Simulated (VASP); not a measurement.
Wanted: the native input for a VASP 6.6.1 run.

```yaml
Task: single point
Functional: HSE06
Potentials_or_basis: VASP PAW PBE potentials, release 64 (B, N)
Cutoff: 520 eV
k_mesh: 9 × 9 × 4
Occupations: gaussian, width 0.01 eV
Spin: no spin polarisation
Dipole_correction: no
Grid_for_exact_exchange_PRECFOCK: Normal
Further_INCAR_settings: ALGO = Normal; EDIFF = 1e-06; NBANDS = 16
Share_of_exact_exchange: 0.25
Screening_parameter: 0.2079 1/Å
```

The system is BN.

```
B N
1.0
     2.51515    0.00000    0.00000
    -1.25758    2.17819    0.00000
     0.00000    0.00000    4.16063
B N
2 2
Direct
  0.33333 0.66667 0.99987
  0.66667 0.33333 0.49987
  0.33333 0.66667 0.37413
  0.66667 0.33333 0.87413
```

These files were run (other wordings do the same):

POSCAR

```
BN
1.0
    2.5151549544      0.0000000000      0.0000000000
   -1.2575774772      2.1781880850      0.0000000000
    0.0000000000      0.0000000000      4.1606277792
B N
2 2
Direct
    0.3333333333      0.6666666667     -0.0001250330
    0.6666666667      0.3333333333      0.4998749670
    0.3333333333      0.6666666667      0.3741250330
    0.6666666667      0.3333333333      0.8741250330
```

INCAR.step1

```
SYSTEM = BN
ALGO = Normal ; EDIFF = 1E-5
ENCUT = 520 ; GGA = PE
ISIF = 2 ; ISMEAR = 0
LASPH = .True. ; LCHARG = .False.
LREAL = .False. ; LWAVE = .True.
NBANDS = 16 ; NELM = 60
PREC = Accurate ; SIGMA = 0.01
```

INCAR.step2

```
SYSTEM = BN
ALGO = Normal ; EDIFF = 1E-6
ENCUT = 520 ; GGA = PE
HFSCREEN = 0.2079 ; ISIF = 2
ISMEAR = 0 ; ISTART = 1
LASPH = .True. ; LCHARG = .False.
LHFCALC = .True. ; LREAL = .False.
LWAVE = .False. ; NBANDS = 16
NELM = 60 ; PREC = Accurate
PRECFOCK = Normal ; SIGMA = 0.01
```

KPOINTS

```
k-points
0
Gamma
  9 9 4
  0 0 0
```

Potentials or basis: VASP PAW PBE potentials, release 64 (B, N).

Run with:

```console
$ cat potpaw_PBE.64/B/POTCAR potpaw_PBE.64/N/POTCAR > POTCAR
$ cp INCAR.step1 INCAR
$ mpirun -np 1 vasp_std > vasp.out
$ cp INCAR.step2 INCAR
$ mpirun -np 1 vasp_std > vasp.out
```

It gave:

```json
{
 "Pressure": "10.2 GPa",
 "Largest force": "0.019 eV/Å",
 "Band gap on the k mesh": "6.44 eV (least direct gap 10.12 eV)"
}
```

Caveat: the cell stands under pressure; the PAW data sets were made with another functional, which shifts forces and pressure a little.

Run time: 52 min on 1 thread of Intel(R) Xeon(R) Platinum 8259CL CPU @ 2.50GHz (Skylake/Cascade Lake), with other jobs on the host, peak memory 0.25 GiB.
